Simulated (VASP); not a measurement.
# Cd (P-1) in VASP: single point with PBE

Aim: the single point of Cd with PBE.

Program: VASP 6.6.1. These are calculated values, not measurements. Logs are shortened: lines on timing, memory, paths and dates and some standing lists are left out, and cuts for length are marked.

## 1. The cell of the first run

The typed cell holds 1 atom: a = 3.176 Å, b = 3.157 Å, c = 3.063 Å, α = 60.13°, β = 58.30°, γ = 62.88°.

## 2. Single point, PBE

Contents of INCAR:

```
SYSTEM = Cd
ALGO     = Fast           ! electronic algorithm
EDIFF    = 1E-7           ! SCF threshold, eV
ENCUT    = 520            ! plane-wave cutoff, eV
GGA      = PE             ! functional
ISIF     = 2              ! what is computed and relaxed
ISMEAR   = -1             ! smearing method
LASPH    = .True.         ! aspherical terms in the spheres
LCHARG   = .False.        ! write CHGCAR
LREAL    = .False.        ! projectors in reciprocal space
LWAVE    = .False.        ! write WAVECAR
NBANDS   = 12             ! bands
NELM     = 80             ! most SCF steps
PREC     = Accurate       ! precision mode
SIGMA    = 0.05           ! smearing width, eV
```

Contents of KPOINTS:

```
k-points
0
Gamma
  10 10 11
  0 0 0
```

Contents of POSCAR:

```
Cd
1.0
    1.6599844200      0.8599580300      2.5672863500
   -1.6429694100      0.9029788700      2.5398085500
    0.0457646500     -1.7165694500      2.5359719900
Cd
1
Direct
    0.0000000000      0.0000000000      0.0000000000
```

Potentials or basis: VASP PAW PBE potentials, release 64 (Cd).

Launch:

```
$ cat potpaw_PBE.64/Cd/POTCAR > POTCAR
$ mpirun -np 1 vasp_std > vasp.out
```

OUTCAR:

```text
SYSTEM = Cd
   EDIFF = 1E-7
   ENCUT = 520
   GGA = PE
   ISIF = 2
   ISMEAR = -1
   LASPH = .True.
   LREAL = .False.
   NELM = 80
   PREC = Accurate

 ion  position               nearest neighbor table
   1  0.000  0.000  0.000-

  LATTYP: Found a triclinic cell.
 ALAT       =     3.1167083350
 B/A-ratio  =     2.3589280395
 C/A-ratio  =     1.0128614592
 COS(alpha) =     0.0037907860
 COS(beta)  =     0.5234049362
 COS(gamma) =     0.7986940481

  Lattice vectors:

 A1 = (   1.6887340600,  -2.6195483200,  -0.0038365600)
 A2 = (   0.1202789400,  -6.9126452500,   2.5008210700)
 A3 = (   1.6429694100,  -0.9029788700,  -2.5398085500)

Analysis of symmetry for initial positions (statically):
=====================================================================
 Subroutine PRICEL returns:
 Original cell was already a primitive cell.

 Routine SETGRP: Setting up the symmetry group for a
 triclinic supercell.

 Subroutine GETGRP returns: Found  2 space group operations
 (whereof  2 operations were pure point group operations)
 out of a pool of  2 trial point group operations.

The static configuration has the point symmetry S_2 .

Analysis of symmetry for dynamics (positions and initial velocities):
=====================================================================
 Subroutine PRICEL returns:
 Original cell was already a primitive cell.

 Routine SETGRP: Setting up the symmetry group for a
 triclinic supercell.

 Subroutine GETGRP returns: Found  2 space group operations
 (whereof  2 operations were pure point group operations)
 out of a pool of  2 trial point group operations.

The dynamic configuration has the point symmetry S_2 .

 Subroutine INISYM returns: Found  2 space group operations
 (whereof  2 operations are pure point group operations),
 and found     1 'primitive' translations

----------------------------------------------------------------------------------------

                                     Primitive cell

  volume of cell :      21.8557

  direct lattice vectors                    reciprocal lattice vectors
     1.659984420  0.859958030  2.567286350     0.304253843  0.195955924  0.127149623
    -1.642969410  0.902978870  2.539808550    -0.301420164  0.187236247  0.132177489
     0.045764650 -1.716569450  2.535971990    -0.006134621 -0.385895109  0.133228993

  length of vectors
     3.175851900  3.156793752  3.062655549     0.383583305  0.378658707  0.408292338
[... 79 lines left out ...]
   EDIFF  = 0.1E-06   stopping-criterion for ELM
   LREAL  =      F    real-space projection
   EDIFFG = 0.1E-05   stopping-criterion for IOM
   NSW    =      0    number of steps for IOM
   IBRION =     -1    ionic relax: 0-MD 1-quasi-New 2-CG
   NFREE  =      0    steps in history (QN), initial steepest desc. (CG)
   ISIF   =      2    stress and relaxation
   ISYM   =      2    0-nonsym 1-usesym 2-fastsym
   POTIM  = 0.5000    time-step for ionic-motion
   TEBEG  =    0.0;   TEEND  =   0.0 temperature during run
   PSTRESS=    0.0 pullay stress
   NELECT =      12.0000    total number of electrons
   NUPDOWN=      -1.0000    fix difference up-down
   EMIN   =  10.00;   EMAX   =-10.00  energy-range for DOS
   EFERMI =   0.00;   METHOD = LEGACY
   ISMEAR =    -1;   SIGMA  =   0.05  broadening in eV -4-tet -1-fermi 0-gaus
   EFERMI_NEDOS =   21; number of points for ismear=-14 and -15
   IALGO  =     68    algorithm
   IMIX   =      4    mixing-type and parameters
     AMIX     =   0.40;   BMIX     =  1.00
     AMIX_MAG =   1.60;   BMIX_MAG =  1.00
  volume/ion in A,a.u.               =      21.86       147.49
  Fermi-wavevector in a.u.,A,eV,Ry     =   1.340541  2.533256 24.450364  1.797051
  Thomas-Fermi vector in A             =   2.468846
   LORBIT       =      0    0 simple, 1 ext, 2 COOP (PROOUT), +10 PAW based schemes
   GGA     = PE    functional components
   LHFCALC =     F    Hartree Fock is set to
   AEXX    =    0.0000 exact exchange contribution
   IVDW    =     0    specifies the selected vdW correction
   LEPSILON=     F    determine dielectric tensor
   LRPA    =     F    only Hartree local field effects (RPA)
 non-spin polarized calculation
 RMM-DIIS sequential band-by-band and
  energy-cutoff  :      520.00
  volume of cell :       21.86
 maximum number of plane-waves:       601
   NGX = 11   NGY = 11   NGZ = 11

 number of electron      12.0000000 magnetization

 Free energy of the ion-electron system (eV)
  ---------------------------------------------------
  ext. energy  EPLUGINS =         0.00000000
  ---------------------------------------------------
  free energy    TOTEN  =        -0.72634165 eV

  energy without entropy =       -0.72289942  energy(sigma->0) =       -0.72462053

 E-fermi :   2.8197     XC(G=0): -10.9760

 val. band max:        2.8081753958   @ k =  -0.2000   0.4000   0.0000
 cond. band min:       2.8309601735   @ k =  -0.2000   0.1000   0.4545
 fundamental gap:      0.0227847777
 Fermi energy:         2.8197060008

 k-point     1 :       0.0000    0.0000    0.0000
  band No.  band energies     occupation
      1      -6.4863      2.00000
      2      -6.3360      2.00000
      3      -6.1924      2.00000
      4      -5.9343      2.00000
      5      -5.9022      2.00000
      6      -5.7720      2.00000
      7      16.0098      0.00000
      8      16.7046      0.00000
      9      17.8023      0.00000
     10      19.8073      0.00000
     11      20.0559      0.00000
     12      20.6815      0.00000
[... 331 lines left out ...]
 k-point    24 :      -0.3000    0.2000   -0.0000
  band No.  band energies     occupation
      1      -6.5655      2.00000
      2      -6.3328      2.00000
      3      -5.9829      2.00000
      4      -5.9303      2.00000
      5      -5.7189      2.00000
      6      -1.5874      2.00000
      7       6.0091      0.00000
      8       9.1787      0.00000
      9      15.1014      0.00000
     10      16.4903      0.00000
     11      21.8070      0.00000
     12      22.7611      0.00000

 [... further k-points ...]
[... 5 lines left out ...]
  --------------------------------------------------------------------------------------
  -------------------------------------------------------------------------------------
  Total        0.4305667      0.3677835      0.2922325      0.0266279     -0.0390360     -0.0927217
  in kB       31.5635549     26.9611058     21.4226868      1.9520102     -2.8616134     -6.7971494
  external PRESSURE =      26.6491159 kB  Pullay stress =       0.0000000 kB

 VOLUME and BASIS-vectors are now :
 -----------------------------------------------------------------------------
  energy-cutoff  :      520.00
  volume of cell :       21.86
      direct lattice vectors                 reciprocal lattice vectors
     1.659984420  0.859958030  2.567286350     0.304253843  0.195955924  0.127149623
    -1.642969410  0.902978870  2.539808550    -0.301420164  0.187236247  0.132177489
     0.045764650 -1.716569450  2.535971990    -0.006134621 -0.385895109  0.133228993

 POSITION                                       TOTAL-FORCE (eV/Angst)
 -----------------------------------------------------------------------------------
      0.00000      0.00000      0.00000         0.000000      0.000000      0.000000
 -----------------------------------------------------------------------------------
    total drift:                                0.000000     -0.000000      0.000000

  FREE ENERGIE OF THE ION-ELECTRON SYSTEM (eV)
  ---------------------------------------------------
  free  energy   TOTEN  =        -0.7263416478 eV

  energy  without entropy=       -0.7228994183  energy(sigma->0) =       -0.72462053
```

stdout:

```text
POSCAR found type information on POSCAR Cd
 POSCAR found :  1 types and       1 ions
 scaLAPACK will be used
 LDA part: xc-table for (Slater+PW92), standard interpolation
 POSCAR, INCAR and KPOINTS ok, starting setup
 FFT: planning ... GRIDC
 FFT: planning ... GRID_SOFT
 FFT: planning ... GRID
 WAVECAR not read
 entering main loop
```

Run time: 37 s. Hardware: 1 thread of Intel Xeon 6975P-C (Granite Rapids), shared host; peak memory 0.25 GiB.

What came out:

| Property | Result |
| --- | --- |
| Free energy | -0.7263 eV |
| Pressure | 2.7 GPa |
| Band gap on the k mesh | zero (band 6 reaches 4.23 eV, above the bottom of band 7 at 0.97 eV) |

Stress tensor (GPa, compression positive):
```
 3.16  0.20 -0.68
 0.20  2.70 -0.29
-0.68 -0.29  2.14
```

Levels at points of the mesh, in eV from the Fermi level:
```tsv
k point	band 4	band 5	band 6	band 7	band 8	band 9
(0.00, 0.00, 0.00)	-8.75	-8.72	-8.59	13.19	13.88	14.98
(0.50, 0.00, 0.00)	-8.44	-8.24	-2.44	-1.62	12.95	13.09
(0.00, 0.50, 0.00)	-8.42	-8.27	-2.53	-1.85	12.38	13.50
(0.50, 0.50, 0.00)	-8.24	-8.16	-0.43	1.94	5.25	7.64
```
